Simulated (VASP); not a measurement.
Wanted: the native input for a VASP 6.6.1 run.

```yaml
Task: single point
Functional: PBE
Potentials_or_basis: VASP PAW PBE potentials, release 64 (Sn_d, C)
Cutoff: 520 eV
k_mesh: 4 × 4 × 4
Occupations: gaussian, width 0.1 eV
Spin: no spin polarisation
Dipole_correction: no
Further_INCAR_settings: ALGO = Normal; EDIFF = 1e-06; NBANDS = 31
```

The structure of Sn3C lies in POSCAR:

```
Sn3C
1.0
    4.5049346627      0.0000000000      0.0000000000
    0.0000000000      4.5049346627      0.0000000000
    0.0000000000      0.0000000000      4.5049346627
Sn C
3 1
Direct
    0.0000000000      0.5000000000      0.5000000000
    0.5000000000      0.0000000000      0.5000000000
    0.5000000000      0.5000000000      0.0000000000
    0.0000000000      0.0000000000      0.0000000000
```

The input as run:

INCAR

```
SYSTEM = Sn3C
ALGO     = Normal         ! electronic algorithm
EDIFF    = 1E-6           ! SCF threshold, eV
ENCUT    = 520            ! plane-wave cutoff, eV
GGA      = PE             ! functional
ISIF     = 2              ! what is computed and relaxed
ISMEAR   = 0              ! smearing method
LASPH    = .True.         ! aspherical terms in the spheres
LCHARG   = .False.        ! write CHGCAR
LREAL    = .False.        ! projectors in reciprocal space
LWAVE    = .False.        ! write WAVECAR
NBANDS   = 31             ! bands
NELM     = 80             ! most SCF steps
PREC     = Accurate       ! precision mode
SIGMA    = 0.1            ! smearing width, eV
```

KPOINTS

```
k-points
0
Gamma
  4 4 4
  0 0 0
```

Potentials or basis: VASP PAW PBE potentials, release 64 (Sn_d, C).

The run is started by

```sh
$ cat potpaw_PBE.64/Sn_d/POTCAR potpaw_PBE.64/C/POTCAR > POTCAR
$ mpirun -np 1 vasp_std > vasp.out
```

It gave:

- Pressure: -0.4 GPa
- Band gap on the k mesh: zero (band 23 reaches 8.35 eV, above the bottom of band 24 at 6.96 eV)

Caveat: spin-orbit coupling is left out, which moves the levels of the heavy elements.

It took 11 s on 1 thread of Intel(R) Xeon(R) 6975P-C (Granite Rapids), on a shared host, peak memory 0.2 GiB.
